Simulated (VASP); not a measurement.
# VN (Fm-3m) in VASP: notebook

Runs on VN. Level: r2SCAN. Tasks: single point.

Program: VASP 6.6.1. These are calculated values, not measurements. Logs are shortened: lines on timing, memory, paths and dates and some standing lists are left out, and cuts for length are marked.

## (1) The cell of the first run

It takes space group Fm-3m (No. 225, cubic). The conventional cell has a = 4.130 Å, b = 4.130 Å, c = 4.130 Å, α = 90.00°, β = 90.00°, γ = 90.00°. V (site symmetry m-3m) has 6 N at 2.06 to 2.07 Å within 2.7 Å. Within 2.7 Å of N (site symmetry m-3m) lie 6 V at 2.06 to 2.07 Å.

## (2) Single point, r2SCAN

File POSCAR:

```
VN
1.0
    0.0000000000      2.0650000000      2.0650000000
    2.0650000000      0.0000000000      2.0650000000
    2.0650000000      2.0650000000      0.0000000000
V N
1 1
Direct
    0.0370000000      0.0185000000      0.0123333333
    0.5370000000      0.5185000000      0.5123333333
```

File INCAR.step1:

```
SYSTEM = VN
  PREC = Accurate
  ENCUT = 660
  ISMEAR = -1
  SIGMA = 0.1
  LREAL = .False.
  LASPH = .True.
  NELM = 120
  NBANDS = 16
  GGA = PE
  ALGO = Normal
  EDIFF = 1E-5
  LWAVE = .True.
  LCHARG = .False.
  GGA_COMPAT = .False.
```

File INCAR.step2:

```
SYSTEM = VN
  PREC = Accurate
  ENCUT = 660
  EDIFF = 1E-6
  ISMEAR = -1
  SIGMA = 0.1
  LREAL = .False.
  LASPH = .True.
  NELM = 120
  ALGO = Normal
  ISIF = 2
  LWAVE = .False.
  LCHARG = .False.
  METAGGA = R2SCAN
  LMIXTAU = .True.
  NBANDS = 16
  ISTART = 1
  GGA_COMPAT = .False.
```

File KPOINTS:

```
Automatic mesh
0
Gamma
  4 4 4
  0.5 0.5 0.5
```

Potentials or basis: VASP PAW PBE potentials, release 64 (V_sv, N).

Started as:

```bash
cat potpaw_PBE.64/V_sv/POTCAR potpaw_PBE.64/N/POTCAR > POTCAR
cp INCAR.step1 INCAR
mpirun -np 1 vasp_std > vasp.out
cp INCAR.step2 INCAR
mpirun -np 1 vasp_std > vasp.out
```

OUTCAR:

```text
SYSTEM = VN
   PREC = Accurate
   ENCUT = 660
   EDIFF = 1E-6
   ISMEAR = -1
   LREAL = .False.
   LASPH = .True.
   NELM = 120
   ISIF = 2
   METAGGA = R2SCAN
   ISTART = 1

 ion  position               nearest neighbor table
   1  0.037  0.019  0.012-   2 2.06   2 2.06   2 2.06   2 2.06   2 2.06   2 2.06
   2  0.537  0.519  0.512-   1 2.06   1 2.06   1 2.06   1 2.06   1 2.06   1 2.06

  LATTYP: Found a face centered cubic cell.
 ALAT       =     4.1300000000

  Lattice vectors:

 A1 = (   0.0000000000,   2.0650000000,   2.0650000000)
 A2 = (   2.0650000000,   0.0000000000,   2.0650000000)
 A3 = (   2.0650000000,   2.0650000000,   0.0000000000)

Analysis of symmetry for initial positions (statically):
=====================================================================
 Subroutine PRICEL returns:
 Original cell was already a primitive cell.

 Routine SETGRP: Setting up the symmetry group for a
 face centered cubic supercell.

 Subroutine GETGRP returns: Found 48 space group operations
 (whereof  1 operations were pure point group operations)
 out of a pool of 48 trial point group operations.

The static configuration has the point symmetry C_1 .
 The point group associated with its full space group is O_h .

Analysis of symmetry for dynamics (positions and initial velocities):
=====================================================================
 Subroutine PRICEL returns:
 Original cell was already a primitive cell.

 Routine SETGRP: Setting up the symmetry group for a
 face centered cubic supercell.

 Subroutine GETGRP returns: Found 48 space group operations
 (whereof  1 operations were pure point group operations)
 out of a pool of 48 trial point group operations.

The dynamic configuration has the point symmetry C_1 .
 The point group associated with its full space group is O_h .

 Subroutine INISYM returns: Found 48 space group operations
 (whereof  1 operations are pure point group operations),
 and found     1 'primitive' translations

----------------------------------------------------------------------------------------

                                     Primitive cell

  volume of cell :      17.6112

  direct lattice vectors                    reciprocal lattice vectors
     0.000000000  2.065000000  2.065000000    -0.242130751  0.242130751  0.242130751
[... 67 lines left out ...]
   LSORBIT =      F    spin-orbit coupling
   LASPH  =      T    aspherical Exc in radial PAW
   ENCUT  =  660.0 eV  48.51 Ry    6.96 a.u.   6.12  6.12  6.12*2*pi/ulx,y,z
   NELM   =    120;   NELMIN=  2; NELMDL=  0     # of ELM steps
   EDIFF  = 0.1E-05   stopping-criterion for ELM
   LREAL  =      F    real-space projection
   EDIFFG = 0.1E-04   stopping-criterion for IOM
   NSW    =      0    number of steps for IOM
   IBRION =     -1    ionic relax: 0-MD 1-quasi-New 2-CG
   NFREE  =      0    steps in history (QN), initial steepest desc. (CG)
   ISIF   =      2    stress and relaxation
   ISYM   =      2    0-nonsym 1-usesym 2-fastsym
   POTIM  = 0.5000    time-step for ionic-motion
   TEBEG  =    0.0;   TEEND  =   0.0 temperature during run
   PSTRESS=    0.0 pullay stress
   NELECT =      18.0000    total number of electrons
   NUPDOWN=      -1.0000    fix difference up-down
   EMIN   =  10.00;   EMAX   =-10.00  energy-range for DOS
   EFERMI =   0.00;   METHOD = LEGACY
   ISMEAR =    -1;   SIGMA  =   0.10  broadening in eV -4-tet -1-fermi 0-gaus
   EFERMI_NEDOS =   21; number of points for ismear=-14 and -15
   IALGO  =     38    algorithm
   IMIX   =      4    mixing-type and parameters
     AMIX     =   0.40;   BMIX     =  1.00
     AMIX_MAG =   1.60;   BMIX_MAG =  1.00
  volume/ion in A,a.u.               =       8.81        59.42
  Fermi-wavevector in a.u.,A,eV,Ry     =   1.649057  3.116265 36.999524  2.719388
  Thomas-Fermi vector in A             =   2.738241
   LORBIT       =      0    0 simple, 1 ext, 2 COOP (PROOUT), +10 PAW based schemes
   METAGGA = R2SCAN    functional components
   LHFCALC =     F    Hartree Fock is set to
   AEXX    =    0.0000 exact exchange contribution
   IVDW    =     0    specifies the selected vdW correction
   LEPSILON=     F    determine dielectric tensor
   LRPA    =     F    only Hartree local field effects (RPA)
 non-spin polarized calculation
  energy-cutoff  :      660.00
  volume of cell :       17.61
 maximum number of plane-waves:       687
   NGX = 13   NGY = 13   NGZ = 13

 number of electron      17.9999999 magnetization

 Free energy of the ion-electron system (eV)
  ---------------------------------------------------
  ext. energy  EPLUGINS =         0.00000000
  ---------------------------------------------------
  free energy    TOTEN  =       -25.64658237 eV

  energy without entropy =      -25.59543017  energy(sigma->0) =      -25.62100627

 E-fermi :  11.9698     XC(G=0): -14.5076

 val. band max:       11.8409191302   @ k =  -0.1250   0.1250   0.1250
 cond. band min:      12.0510603218   @ k =  -0.3750   0.3750   0.3750
 fundamental gap:      0.2101411917
 Fermi energy:        11.9697723706

 k-point     1 :       0.1250    0.1250    0.1250
  band No.  band energies     occupation
      1     -56.1276      2.00000
      2     -28.7288      2.00000
      3     -28.6612      2.00000
      4     -28.6612      2.00000
      5      -6.7521      2.00000
      6       7.8893      2.00000
[... 167 lines left out ...]
      3     -28.8705      2.00000
      4     -28.7336      2.00000
      5      -4.6614      2.00000
      6       3.9365      2.00000
[... 8 lines left out ...]
     15      25.0290      0.00000
     16      26.5276      0.00000

------------------------ aborting loop because EDIFF is reached ----------------------------------------

  FORCE on cell =-STRESS in cart. coord.  units (eV):
  Direction    XX          YY          ZZ          XY          YZ          ZX
  --------------------------------------------------------------------------------------
  -------------------------------------------------------------------------------------
  Total       -0.6283589     -0.6283589     -0.6283589      0.0000000     -0.0000000      0.0000000
  in kB      -57.1647373    -57.1647373    -57.1647373      0.0000000     -0.0000000      0.0000000
  external PRESSURE =     -57.1647373 kB  Pullay stress =       0.0000000 kB

 VOLUME and BASIS-vectors are now :
 -----------------------------------------------------------------------------
  energy-cutoff  :      660.00
  volume of cell :       17.61
      direct lattice vectors                 reciprocal lattice vectors
     0.000000000  2.065000000  2.065000000    -0.242130751  0.242130751  0.242130751
     2.065000000  0.000000000  2.065000000     0.242130751 -0.242130751  0.242130751
     2.065000000  2.065000000  0.000000000     0.242130751  0.242130751 -0.242130751

 POSITION                                       TOTAL-FORCE (eV/Angst)
 -----------------------------------------------------------------------------------
      0.06367      0.10187      0.11461        -0.000000      0.000000      0.000000
      2.12867      2.16687      2.17961         0.000000     -0.000000     -0.000000
 -----------------------------------------------------------------------------------
    total drift:                                0.000013      0.000006     -0.000007

  FREE ENERGIE OF THE ION-ELECTRON SYSTEM (eV)
  ---------------------------------------------------
  free  energy   TOTEN  =       -25.6465823708 eV

  energy  without entropy=      -25.5954301709  energy(sigma->0) =      -25.62100627
```

OUTCAR.step1:

```text
SYSTEM = VN
   PREC = Accurate
   ENCUT = 660
   ISMEAR = -1
   LREAL = .False.
   LASPH = .True.
[... 395 lines left out ...]
      0.06367      0.10187      0.11461        -0.000000      0.000000     -0.000000
      2.12867      2.16687      2.17961         0.000000     -0.000000      0.000000
 -----------------------------------------------------------------------------------
    total drift:                                0.000013      0.000006     -0.000007

  FREE ENERGIE OF THE ION-ELECTRON SYSTEM (eV)
  ---------------------------------------------------
  free  energy   TOTEN  =       -19.3545523601 eV

  energy  without entropy=      -19.3034595636  energy(sigma->0) =      -19.32900596
```

OSZICAR.step1:

```text
N       E                     dE             d eps       ncg     rms          rms(c)
DAV:   1     0.150247231182E+03    0.15025E+03   -0.11432E+04   320   0.150E+03
DAV:   2    -0.190964235161E+02   -0.16934E+03   -0.16253E+03   352   0.399E+02
DAV:   3    -0.246624930226E+02   -0.55661E+01   -0.55362E+01   360   0.800E+01
DAV:   4    -0.246947143604E+02   -0.32221E-01   -0.32214E-01   408   0.659E+00
DAV:   5    -0.246949527913E+02   -0.23843E-03   -0.23843E-03   352   0.552E-01    0.290E+01
DAV:   6    -0.205648642162E+02    0.41301E+01   -0.23361E+01   408   0.607E+01    0.988E+00
DAV:   7    -0.194998515979E+02    0.10650E+01   -0.68136E+00   368   0.306E+01    0.922E+00
DAV:   8    -0.193868576292E+02    0.11299E+00   -0.82266E-01   320   0.118E+01    0.154E+00
DAV:   9    -0.193555067795E+02    0.31351E-01   -0.77931E-02   344   0.380E+00    0.332E-01
DAV:  10    -0.193549115508E+02    0.59523E-03   -0.63921E-03   352   0.870E-01    0.369E-01
DAV:  11    -0.193545607629E+02    0.35079E-03   -0.13338E-03   352   0.423E-01    0.109E-01
DAV:  12    -0.193545527923E+02    0.79706E-05   -0.10291E-04   320   0.110E-01    0.218E-02
DAV:  13    -0.193545523601E+02    0.43223E-06   -0.41606E-06   184   0.243E-02
   1 F= -.19354552E+02 E0= -.19329006E+02  d E =-.510928E-01
```

It took 8.8 s on 1 thread of Intel Xeon 6975P-C (Granite Rapids), shared host; peak memory 0.14 GiB.

What came out:

```
Free energy            : -25.6466 eV
Pressure               : -5.7 GPa
Band gap on the k mesh : zero (band 9 reaches 12.23 eV, above the bottom of band 10 at 10.79 eV)
```

Levels at points of the mesh, in eV from the Fermi level:
| k point | band 5 | band 6 | band 7 | band 8 | band 9 | band 10 | band 11 | band 12 | band 13 | band 14 |
| --- | --- | --- | --- | --- | --- | --- | --- | --- | --- | --- |
| (0.12, 0.12, 0.12) | -18.72 | -4.08 | -3.70 | -3.70 | -1.18 | -1.18 | -0.76 | 0.97 | 0.97 | 7.25 |

Caveat: the k points lie up to 0.66 Å⁻¹ apart; the PAW data sets were made with another functional, which shifts forces and pressure a little; the run has no spin polarisation, though such a crystal can be magnetic. With open d or f shells a metallic result of r2SCAN can be an artefact of self-interaction; +U or a hybrid may open a gap.

## (3) Single point, r2SCAN, collinear spin, ferromagnetic start

POSCAR is that of step 2.

File INCAR.step1:

```
SYSTEM = VN
PREC = Accurate
ENCUT = 660
ISMEAR = -1
SIGMA = 0.1
LREAL = .FALSE.
LASPH = .TRUE.
NELM = 200
ISPIN = 2
MAGMOM = 2 0
LMAXMIX = 4
NBANDS = 20
GGA = PE
ALGO = Normal
EDIFF = 1E-5
LWAVE = .TRUE.
LCHARG = .FALSE.
GGA_COMPAT = .FALSE.
```

File INCAR.step2:

```
SYSTEM = VN
PREC = Accurate
ENCUT = 660
EDIFF = 1E-6
ISMEAR = -1
SIGMA = 0.1
LREAL = .FALSE.
LASPH = .TRUE.
NELM = 200
ALGO = Normal
ISIF = 2
LWAVE = .FALSE.
LCHARG = .TRUE.
ISPIN = 2
MAGMOM = 2 0
LORBIT = 11
LMAXMIX = 4
METAGGA = R2SCAN
LMIXTAU = .TRUE.
LELF = .TRUE.
LVHAR = .TRUE.
NBANDS = 20
ISTART = 1
GGA_COMPAT = .FALSE.
```

KPOINTS is that of step 2.

Potentials or basis: VASP PAW PBE potentials, release 64 (V_sv, N).

Started as:

```bash
cat potpaw_PBE.64/V_sv/POTCAR potpaw_PBE.64/N/POTCAR > POTCAR
cp INCAR.step1 INCAR
mpirun -np 1 vasp_std > vasp.out
cp INCAR.step2 INCAR
mpirun -np 1 vasp_std > vasp.out
```

It took 16 s on 1 thread of Intel Xeon 6975P-C (Granite Rapids), shared host; peak memory 0.16 GiB.

It converged, with:

* Free energy: -25.6466 eV
* Pressure: -5.7 GPa
* Band gap on the k mesh: zero (filled and empty bands overlap)
* Net moment: 0.00 μB per cell
* Valence electrons inside the program's atomic spheres: V 11.62; N 3.79

Levels at points of the mesh, in eV from the Fermi level:
Spin up:
| k point | band 5 | band 6 | band 7 | band 8 | band 9 | band 10 | band 11 | band 12 | band 13 | band 14 |
| --- | --- | --- | --- | --- | --- | --- | --- | --- | --- | --- |
| (0.12, 0.12, 0.12) | -18.72 | -4.08 | -3.70 | -3.70 | -1.18 | -1.18 | -0.76 | 0.97 | 0.97 | 7.25 |
Spin down:
```
           k point  band 7  band 8  band 9  band 10  band 11  band 12
(0.12, 0.12, 0.12)   -3.70   -3.70   -1.18    -1.18    -0.76     0.97
```

Caveat: the k points lie up to 0.66 Å⁻¹ apart; the PAW data sets were made with another functional, which shifts forces and pressure a little.
